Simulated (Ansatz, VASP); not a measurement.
# Te2I3 in VASP and in Ansatz

```
Te I
1.0
     4.02121    2.32165    3.22759
    -4.02121    2.32165    3.22759
     0.00000   -4.64330    3.22759
Te I
2 3
Cartesian
  0.0000 0.0000 2.4207
  0.0000 0.0000 7.2621
  1.0053 -1.7412 4.8414
  1.0053 1.7412 4.8414
  -2.0106 0.0000 4.8414
```

Change from the starting cell: species swapped into the Ni3Se2 type (R32, No. 155).

Alike in both runs: task single point; functional PBE; k mesh 3 × 3 × 3; occupations gaussian, width 0.1 eV; no spin polarisation.

|  | VASP | Ansatz |
| --- | --- | --- |
| version | VASP 6.6.1 | Ansatz 0.2.0 |
| potentials or method | VASP PAW PBE potentials, release 64 (Te, I), cutoff 520 eV | scalar-relativistic, plane waves, PAW |
| valence electrons in the cell | 33 | 83 |

|  | VASP | Ansatz | Ansatz less VASP |
| --- | --- | --- | --- |
| gap on the k mesh at the Fermi level (eV) | none | none | - |
| pressure (GPa) | 6.3 | 6.3 | +0.05 |
| traceless stress, the component that is largest in VASP (GPa) | 1.53 | 1.53 | +0.007 |
| rms of the force components (eV/Å) | 0.389 | 0.391 | +0.0019 |

Atom by atom the forces differ by 0.002 eV/Å (rms over components). A gap of «none» marks a metal or a gap that the smearing closes. VASP's potentials hold 33 valence electrons a cell and Ansatz's 83, so a difference there can come from the potentials and not from the codes.

The k mesh is coarse, so the values compare programs but aren't converged. Neither program's run includes spin-orbit coupling.
